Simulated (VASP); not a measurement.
# Ti (P6_3/mmc) in VASP: a series of runs, part 2 of 2

VASP 6.6.1. Earlier steps stand in the parts before.

## (4) Single point, HF

Contents of POSCAR:

```
Ti
1.0
    2.9500000000      0.0000000000      0.0000000000
   -1.4750000000      2.5547749412      0.0000000000
    0.0000000000      0.0000000000      4.6800000000
Ti
2
Direct
    0.6666666667      0.3333333333      0.7500000000
    0.3333333333      0.6666666667      0.2500000000
```

Contents of INCAR.step1:

```
PREC     = Accurate       # precision mode
ENCUT    = 520            # plane-wave cutoff, eV
EDIFF    = 1E-5           # SCF threshold, eV
ISMEAR   = -1             # smearing method
SIGMA    = 0.05           # smearing width, eV
LREAL    = F              # projectors in reciprocal space
LASPH    = T              # aspherical terms in the spheres
NELM     = 100            # most SCF steps
ALGO     = Normal         # electronic algorithm
ISIF     = 2              # what is computed and relaxed
LWAVE    = T              # write WAVECAR
LCHARG   = F              # write CHGCAR
NBANDS   = 19             # bands
GGA      = PE             # functional
```

Contents of INCAR.step2:

```
PREC     = Accurate       # precision mode
ENCUT    = 520            # plane-wave cutoff, eV
EDIFF    = 1E-6           # SCF threshold, eV
ISMEAR   = -1             # smearing method
SIGMA    = 0.05           # smearing width, eV
LREAL    = F              # projectors in reciprocal space
LASPH    = T              # aspherical terms in the spheres
NELM     = 100            # most SCF steps
ALGO     = Normal         # electronic algorithm
ISIF     = 2              # what is computed and relaxed
LWAVE    = F              # write WAVECAR
LCHARG   = F              # write CHGCAR
GGA      = PE             # functional
LHFCALC  = T              # exact exchange
AEXX     = 1.0            # exact-exchange fraction
ALDAC    = 0.0          
AGGAC    = 0.0          
PRECFOCK = Normal       
NBANDS   = 19             # bands
ISTART   = 1
```

Contents of KPOINTS:

```
Automatic mesh
0
Gamma
  5 5 3
```

Potentials or basis: VASP PAW PBE potentials, release 64 (Ti_sv).

Launch:

```console
> cat potpaw_PBE.64/Ti_sv/POTCAR > POTCAR
> cp INCAR.step1 INCAR
> mpirun -np 1 vasp_std > vasp.out
> cp INCAR.step2 INCAR
> mpirun -np 1 vasp_std > vasp.out
```

OUTCAR:

```text
PREC = Accurate
   ENCUT = 520
   EDIFF = 1E-6
   ISMEAR = -1
   LREAL = F
   LASPH = T
   NELM = 100
   ISIF = 2
   GGA = PE
   LHFCALC = T
   AEXX = 1.0
   PRECFOCK = Normal
   ISTART = 1

 ion  position               nearest neighbor table
   1  0.667  0.333  0.750-   2 2.89   2 2.89   2 2.89   2 2.89   2 2.89   2 2.89
   2  0.333  0.667  0.250-   1 2.89   1 2.89   1 2.89   1 2.89   1 2.89   1 2.89

  LATTYP: Found a hexagonal cell.
 ALAT       =     2.9500000000
 C/A-ratio  =     1.5864406780

  Lattice vectors:

 A1 = (   2.9500000000,   0.0000000000,   0.0000000000)
 A2 = (  -1.4750000000,   2.5547749412,   0.0000000000)
 A3 = (   0.0000000000,   0.0000000000,   4.6800000000)

Analysis of symmetry for initial positions (statically):
=====================================================================
 Subroutine PRICEL returns:
 Original cell was already a primitive cell.

 Routine SETGRP: Setting up the symmetry group for a
 hexagonal supercell.
[... 156 lines left out ...]
  ext. energy  EPLUGINS =         0.00000000
  ---------------------------------------------------
  free energy    TOTEN  =       -35.50106869 eV

  energy without entropy =      -35.49207133  energy(sigma->0) =      -35.49657001

 E-fermi :  11.1944     XC(G=0):   0.0000

 val. band max:        9.9257675238   @ k =   0.4000   0.2000   0.3333
 cond. band min:      11.2493438392   @ k =   0.2000   0.0000   0.3333
 fundamental gap:      1.3235763154
 Fermi energy:        11.1944132216

 k-point     1 :       0.0000    0.0000    0.0000
  band No.  band energies     occupation
      1     -68.3670      2.00000
      2     -68.2051      2.00000
      3     -38.3492      2.00000
      4     -37.5503      2.00000
      5     -37.5503      2.00000
      6     -37.4835      2.00000
[... 197 lines left out ...]
      6     -37.7180      2.00000
[... 11 lines left out ...]
     18      18.6068      0.00000
     19      20.0149      0.00000

------------------------ aborting loop because EDIFF is reached ----------------------------------------

  FORCE on cell =-STRESS in cart. coord.  units (eV):
  Direction    XX          YY          ZZ          XY          YZ          ZX
  --------------------------------------------------------------------------------------
  -------------------------------------------------------------------------------------
  Total        0.8920147      0.8920147      0.1664897      0.0000000      0.0000000      0.0000000
  in kB       40.5193139     40.5193139      7.5627089      0.0000000      0.0000000      0.0000000
  external PRESSURE =      29.5337789 kB  Pullay stress =       0.0000000 kB

 VOLUME and BASIS-vectors are now :
 -----------------------------------------------------------------------------
  energy-cutoff  :      520.00
  volume of cell :       35.27
      direct lattice vectors                 reciprocal lattice vectors
     2.950000000  0.000000000  0.000000000     0.338983051  0.195711956  0.000000000
    -1.475000000  2.554774941  0.000000000     0.000000000  0.391423911  0.000000000
     0.000000000  0.000000000  4.680000000     0.000000000  0.000000000  0.213675214

 POSITION                                       TOTAL-FORCE (eV/Angst)
 -----------------------------------------------------------------------------------
      1.47500      0.85159      3.51000         0.000000      0.000000     -0.000000
     -0.00000      1.70318      1.17000        -0.000000     -0.000000      0.000000
 -----------------------------------------------------------------------------------
    total drift:                               -0.000000     -0.000000     -0.000002

  FREE ENERGIE OF THE ION-ELECTRON SYSTEM (eV)
  ---------------------------------------------------
  free  energy   TOTEN  =       -35.5010686914 eV

  energy  without entropy=      -35.4920713257  energy(sigma->0) =      -35.49657001
```

OSZICAR.step1:

```text
N       E                     dE             d eps       ncg     rms          rms(c)
DAV:   1     0.265231339316E+03    0.26523E+03   -0.12853E+04   380   0.158E+03
DAV:   2     0.121969447772E+02   -0.25303E+03   -0.24944E+03   404   0.442E+02
DAV:   3    -0.165066712198E+02   -0.28704E+02   -0.28443E+02   700   0.123E+02
DAV:   4    -0.177151838351E+02   -0.12085E+01   -0.12074E+01   452   0.260E+01
DAV:   5    -0.177700465692E+02   -0.54863E-01   -0.54859E-01   567   0.391E+00    0.117E+01
DAV:   6    -0.156699987759E+02    0.21000E+01   -0.77220E+00   434   0.278E+01    0.285E+00
DAV:   7    -0.156603392376E+02    0.96595E-02   -0.68293E-01   565   0.583E+00    0.204E+00
DAV:   8    -0.156851259695E+02   -0.24787E-01   -0.18514E-01   405   0.495E+00    0.690E-01
DAV:   9    -0.156781244543E+02    0.70015E-02   -0.37220E-02   424   0.203E+00    0.697E-02
DAV:  10    -0.156786159143E+02   -0.49146E-03   -0.35301E-03   511   0.334E-01    0.682E-02
DAV:  11    -0.156786265894E+02   -0.10675E-04   -0.90688E-05   472   0.746E-02    0.409E-02
DAV:  12    -0.156786149260E+02    0.11663E-04   -0.54984E-05   381   0.618E-02    0.341E-03
DAV:  13    -0.156786154018E+02   -0.47580E-06   -0.95401E-07   196   0.979E-03
   1 F= -.15678615E+02 E0= -.15666874E+02  d E =-.234836E-01
```

Run time: 23 min. Hardware: 1 thread of Intel Xeon 6975P-C, shared host; peak memory 0.17 GiB.

What came out:

* Free energy: -35.5011 eV
* Pressure: 3.0 GPa
* Band gap on the k mesh: zero (band 12 reaches 14.20 eV, above the bottom of band 13 at 9.93 eV)

Caveat: the k points lie up to 0.49 Å⁻¹ apart; the PAW data sets were made with another functional, which shifts forces and pressure a little.

## (5) Single point, revPBE+D3(BJ)

This run uses another cell than the first one, of 16.07 Å³/atom, 0.911 times its volume.

Contents of INCAR:

```
SYSTEM = Ti
PREC = Accurate
ENCUT = 520
EDIFF = 1E-6
ISMEAR = -1
SIGMA = 0.05
LREAL = .False.
LASPH = .True.
NELM = 100
ALGO = Normal
ISIF = 2
LWAVE = .False.
LCHARG = .False.
GGA = RE
IVDW = 12
NBANDS = 19
```

Contents of KPOINTS:

```
Automatic mesh
0
Gamma
  10 10 6
  0 0 0
```

Contents of POSCAR:

```
Ti
1.0
    2.8643999717      0.0000000000      0.0000000000
   -1.4321999859      2.4806431421      0.0000000000
    0.0000000000      0.0000000000      4.5235011014
Ti
2
Direct
    0.6666666667      0.3333333333      0.7500000000
    0.3333333333      0.6666666667      0.2500000000
```

Launch:

```console
> cat potpaw_PBE.64/Ti_sv/POTCAR > POTCAR
> mpirun -np 1 vasp_std > vasp.out
```

Wall time 46 s (1 thread of AMD EPYC 7R43 (Zen 3), shared host); peak memory 0.14 GiB.

The run converged. Its results:

* Free energy: -17.3551 eV
* Pressure: -0.4 GPa
* Band gap on the k mesh: zero (band 12 reaches 10.09 eV, above the bottom of band 13 at 9.07 eV)
* Dispersion energy per atom: -1.214 eV

Levels at points of the mesh, in eV from the Fermi level:
| k point | band 9 | band 10 | band 11 | band 12 | band 13 | band 14 | band 15 | band 16 |
| --- | --- | --- | --- | --- | --- | --- | --- | --- |
| (0.00, 0.00, 0.00) | -6.40 | -2.88 | 0.82 | 0.82 | 0.98 | 1.01 | 1.39 | 1.39 |
| (0.50, 0.00, 0.00) | -2.45 | -2.39 | -2.05 | -0.56 | 0.49 | 0.72 | 1.32 | 3.68 |
| (0.00, 0.00, 0.50) | -4.43 | -4.43 | 0.10 | 0.10 | 0.72 | 0.72 | 0.72 | 0.72 |
| (0.50, 0.00, 0.50) | -2.75 | -2.75 | -0.90 | -0.90 | 1.54 | 1.54 | 1.89 | 1.89 |

Caveat: the PAW data sets were made with another functional, which shifts forces and pressure a little; pairwise dispersion overbinds metals, which lowers pressure and volume.

## (6) Single point, RPBE+D4

This run uses another cell than the first one, of 17.38 Å³/atom, 0.986 times its volume.

Contents of INCAR:

```
  PREC = Accurate
  ENCUT = 520
  EDIFF = 1E-6
  ISMEAR = -1
  SIGMA = 0.05
  LREAL = False
  LASPH = True
  NELM = 60
  ALGO = Normal
  ISIF = 2
  LWAVE = False
  LCHARG = False
  GGA = RP
  IVDW = 13
  NBANDS = 19
```

Contents of KPOINTS:

```
Automatic mesh
0
Gamma
  10 10 6
```

Contents of POSCAR:

```
Ti
1.0
    2.9384168123      0.0000000000      0.0000000000
   -1.4692084062      2.5447436064      0.0000000000
    0.0000000000      0.0000000000      4.6497105893
Ti
2
Direct
    0.6666666667      0.3333333333      0.7500000000
    0.3333333333      0.6666666667      0.2500000000
```

Potentials or basis: VASP PAW PBE potentials, release 64 (Ti_sv).

Launch:

```console
> cat potpaw_PBE.64/Ti_sv/POTCAR > POTCAR
> mpirun -np 1 vasp_std > vasp.out
```

OUTCAR:

```text
PREC = Accurate
   ENCUT = 520
   EDIFF = 1E-6
   ISMEAR = -1
   LREAL = False
   LASPH = True
   NELM = 60
   ISIF = 2
   GGA = RP
   IVDW = 13

 ion  position               nearest neighbor table
   1  0.667  0.333  0.750-   2 2.88   2 2.88   2 2.88   2 2.88   2 2.88   2 2.88
   2  0.333  0.667  0.250-   1 2.88   1 2.88   1 2.88   1 2.88   1 2.88   1 2.88

  LATTYP: Found a hexagonal cell.
 ALAT       =     2.9384168123
 C/A-ratio  =     1.5823863278

  Lattice vectors:

 A1 = (   2.9384168123,   0.0000000000,   0.0000000000)
 A2 = (  -1.4692084062,   2.5447436064,   0.0000000000)
 A3 = (   0.0000000000,   0.0000000000,   4.6497105893)

Analysis of symmetry for initial positions (statically):
=====================================================================
 Subroutine PRICEL returns:
 Original cell was already a primitive cell.

 Routine SETGRP: Setting up the symmetry group for a
 hexagonal supercell.

 Subroutine GETGRP returns: Found 24 space group operations
 (whereof 12 operations were pure point group operations)
 out of a pool of 24 trial point group operations.

The static configuration has the point symmetry D_3d.
[... 161 lines left out ...]
  energy without entropy =      -14.85712824  energy(sigma->0) =      -14.86668021

 E-fermi :   8.4340     XC(G=0): -11.3854

 val. band max:        8.4335693288   @ k =   0.0000   0.0000   0.3333
 cond. band min:       8.4499753918   @ k =   0.3000   0.3000   0.3333
 fundamental gap:      0.0164060630
 Fermi energy:         8.4340407956

 k-point     1 :       0.0000    0.0000    0.0000
  band No.  band energies     occupation
      1     -48.5644      2.00000
      2     -48.4295      2.00000
      3     -25.0790      2.00000
      4     -24.4426      2.00000
      5     -24.4426      2.00000
      6     -24.3780      2.00000
[... 505 lines left out ...]
      6     -24.5882      2.00000
[... 11 lines left out ...]
     18      11.8570      0.00000
     19      12.5674      0.00000

 [... further k-points ...]

------------------------ aborting loop because EDIFF is reached ----------------------------------------

  DFT-D4 for vdW energy calculation

  Edisp (eV):   -0.72607

  FORCE on cell =-STRESS in cart. coord.  units (eV):
  Direction    XX          YY          ZZ          XY          YZ          ZX
  --------------------------------------------------------------------------------------
  -------------------------------------------------------------------------------------
  Total      -0.05691    -0.05691    -0.07089     0.00000    -0.00000     0.00000
  in kB      -2.62271    -2.62271    -3.26667     0.00000    -0.00000     0.00000
  external pressure =       -2.84 kB  Pullay stress =        0.00 kB

 VOLUME and BASIS-vectors are now :
 -----------------------------------------------------------------------------
  energy-cutoff  :      520.00
  volume of cell :       34.77
      direct lattice vectors                 reciprocal lattice vectors
     2.938416812  0.000000000  0.000000000     0.340319316  0.196483449  0.000000000
    -1.469208406  2.544743606  0.000000000     0.000000000  0.392966898  0.000000000
     0.000000000  0.000000000  4.649710589     0.000000000  0.000000000  0.215067149

 POSITION                                       TOTAL-FORCE (eV/Angst)
 -----------------------------------------------------------------------------------
      1.46921      0.84825      3.48728        -0.000000     -0.000000      0.000000
     -0.00000      1.69650      1.16243         0.000000      0.000000      0.000000
 -----------------------------------------------------------------------------------
    total drift:                               -0.000000      0.000000     -0.000000

  FREE ENERGIE OF THE ION-ELECTRON SYSTEM (eV)
  ---------------------------------------------------
  free  energy   TOTEN  =       -15.6022973100 eV

  energy  without entropy=      -15.5831933649  energy(sigma->0) =      -15.59274534
```

OSZICAR:

```text
N       E                     dE             d eps       ncg     rms          rms(c)
DAV:   1     0.264955882898E+03    0.26496E+03   -0.13158E+04  2128   0.158E+03
DAV:   2     0.136847577034E+02   -0.25127E+03   -0.24734E+03  2197   0.441E+02
DAV:   3    -0.156128204591E+02   -0.29298E+02   -0.28995E+02  3994   0.125E+02
DAV:   4    -0.168019256355E+02   -0.11891E+01   -0.11883E+01  2412   0.261E+01
DAV:   5    -0.168585737673E+02   -0.56648E-01   -0.56643E-01  3239   0.400E+00    0.116E+01
DAV:   6    -0.148627612138E+02    0.19958E+01   -0.72910E+00  2460   0.274E+01    0.296E+00
DAV:   7    -0.148536306657E+02    0.91305E-02   -0.68418E-01  3202   0.630E+00    0.205E+00
DAV:   8    -0.148839434807E+02   -0.30313E-01   -0.19902E-01  2307   0.499E+00    0.705E-01
DAV:   9    -0.148758073930E+02    0.81361E-02   -0.45140E-02  2386   0.214E+00    0.679E-02
DAV:  10    -0.148761892572E+02   -0.38186E-03   -0.31635E-03  3039   0.338E-01    0.729E-02
DAV:  11    -0.148762401119E+02   -0.50855E-04   -0.12107E-04  2664   0.797E-02    0.353E-02
DAV:  12    -0.148762302508E+02    0.98611E-05   -0.42433E-05  2383   0.533E-02    0.288E-03
DAV:  13    -0.148762313054E+02   -0.10546E-05   -0.97969E-07  1564   0.870E-03    0.747E-04
DAV:  14    -0.148762321818E+02   -0.87642E-06   -0.16465E-07  1133   0.438E-03
   1 F= -.15602297E+02 E0= -.15592745E+02  d E =-.191039E-01
```

stdout:

```text
POSCAR found type information on POSCAR Ti
 POSCAR found :  1 types and       2 ions
 scaLAPACK will be used
 -----------------------------------------------------------------------------
|                                                                             |
|                                                                             |
|     You enforced a specific xc type in the INCAR file but a different       |
|     I HOPE YOU KNOW WHAT YOU ARE DOING!                                     |
|                                                                             |
 -----------------------------------------------------------------------------

 LDA part: xc-table for (Slater+PW92), standard interpolation
 POSCAR, INCAR and KPOINTS ok, starting setup
 FFT: planning ... GRIDC
 FFT: planning ... GRID_SOFT
 FFT: planning ... GRID
 WAVECAR not read
 entering main loop
```

Wall time 51 s (1 thread of AMD EPYC 7R43 (Zen 3), shared host); peak memory 0.12 GiB.

Results:

| Item | Value |
| --- | --- |
| Free energy | -15.6023 eV |
| Pressure | -0.3 GPa |
| Band gap on the k mesh | zero (band 12 reaches 9.22 eV, above the bottom of band 13 at 8.20 eV) |
| Dispersion energy per atom | -0.363 eV |

Caveat: the PAW data sets were made with another functional, which shifts forces and pressure a little; pairwise dispersion overbinds metals, which lowers pressure and volume.

## (7) The runs side by side

| level | cell | k mesh | smearing | grid for exact exchange (PRECFOCK) | gap on the mesh (eV) | pressure (GPa) |
| --- | --- | --- | --- | --- | --- | --- |
| PBE | a = 2.950, b = 2.950, c = 4.680 Å, angles 90.0, 90.0, 120.0°, 2 atoms | 10 × 10 × 6 | gaussian 0.015 eV | - | none | -1.7 |
| PBE | a = 2.950, b = 2.950, c = 4.680 Å, angles 90.0, 90.0, 120.0°, 2 atoms | 5 × 5 × 3 | fermi-dirac 0.02 eV | - | none | -2.1 |
| HF | a = 2.950, b = 2.950, c = 4.680 Å, angles 90.0, 90.0, 120.0°, 2 atoms | 5 × 5 × 3 | fermi-dirac 0.05 eV | Normal | none | 3.0 |
| revPBE+D3(BJ) | a = 2.864, b = 2.864, c = 4.524 Å, angles 90.0, 90.0, 120.0°, 2 atoms | 10 × 10 × 6 | fermi-dirac 0.05 eV | - | none | -0.4 |
| RPBE+D4 | a = 2.938, b = 2.938, c = 4.650 Å, angles 90.0, 90.0, 120.0°, 2 atoms | 10 × 10 × 6 | fermi-dirac 0.05 eV | - | none | -0.3 |

Alike in all rows: task single point; potentials or basis VASP PAW PBE potentials, release 64 (Ti_sv); no spin polarisation; cutoff (eV) 520.

Caveats: some runs use coarse meshes; the PAW data sets were made with another functional, which shifts forces and pressure a little (some runs); pairwise dispersion overbinds metals, which lowers pressure and volume (some runs).

Total energies depend on the potentials used, so only differences within one code and one set of settings carry meaning.
